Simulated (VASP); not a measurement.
Here is a VASP 6.6.1 calculation.

INCAR

```
PREC = Accurate ; ENCUT = 520
EDIFF = 1E-6 ; ISMEAR = -1
SIGMA = 0.1 ; LREAL = F
LASPH = T ; NELM = 80
ALGO = Normal ; ISIF = 2
LWAVE = F ; LCHARG = T
GGA = PE ; LELF = T
LVHAR = T ; NBANDS = 14
```

Contents of KPOINTS:

```
Automatic mesh
0
Gamma
  15 15 15
```

The input POSCAR:

```
SiNi
1.0
    2.7204454039      0.0000000000      0.0000000000
    0.0000000000      2.7204454039      0.0000000000
    0.0000000000      0.0000000000      2.7204454039
Ni Si
1 1
Direct
    0.0000000000      0.0000000000      0.0000000000
    0.5000000000      0.5000000000      0.5000000000
```

Potentials or basis: VASP PAW PBE potentials, release 64 (Ni, Si).

Command:

```console
$ cat potpaw_PBE.64/Ni/POTCAR potpaw_PBE.64/Si/POTCAR > POTCAR
$ mpirun -np 1 vasp_std > vasp.out
```

Question: What does it give for the band gap on the k mesh?

Answer: Zero (bands 7 and 8 overlap by 3.15 eV).

Question: Predict the pressure.

Answer: 30.0 GPa.

Caveat: the cell stands under pressure. Spin polarisation is off, so any magnetic state and its effect on volume and gap are missing.
